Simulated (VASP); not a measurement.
A run of VASP 6.6.1 is set up as follows.

The input INCAR:

```
PREC = Accurate ; ENCUT = 600
EDIFF = 1E-6 ; ISMEAR = 0
SIGMA = 0.01 ; LREAL = False
LASPH = True ; NELM = 120
ALGO = Normal ; ISIF = 2
LWAVE = False ; LCHARG = False
GGA = PS ; NBANDS = 15
GGA_COMPAT = False
```

File KPOINTS:

```
Automatic mesh
0
Gamma
  10 10 10
```

The input POSCAR:

```
YN
1.0
    0.0000000000      2.4282978104      2.4282978104
    2.4282978104      0.0000000000      2.4282978104
    2.4282978104      2.4282978104      0.0000000000
Y N
1 1
Direct
    0.0000000000      0.0000000000      0.0000000000
    0.5000000000      0.5000000000      0.5000000000
```

Potentials or basis: VASP PAW PBE potentials, release 64 (Y_sv, N).

The run is started by

```console
$ cat potpaw_PBE.64/Y_sv/POTCAR potpaw_PBE.64/N/POTCAR > POTCAR
$ mpirun -np 1 vasp_std > vasp.out
```

(1) Estimate the pressure.

(2) What does it give for the band gap on the k mesh?

Results:

(1) -0.2 GPa.

(2) 0.07 eV, indirect (least direct gap 0.44 eV).

Caveat: the PAW data sets were made with another functional, which shifts forces and pressure a little.
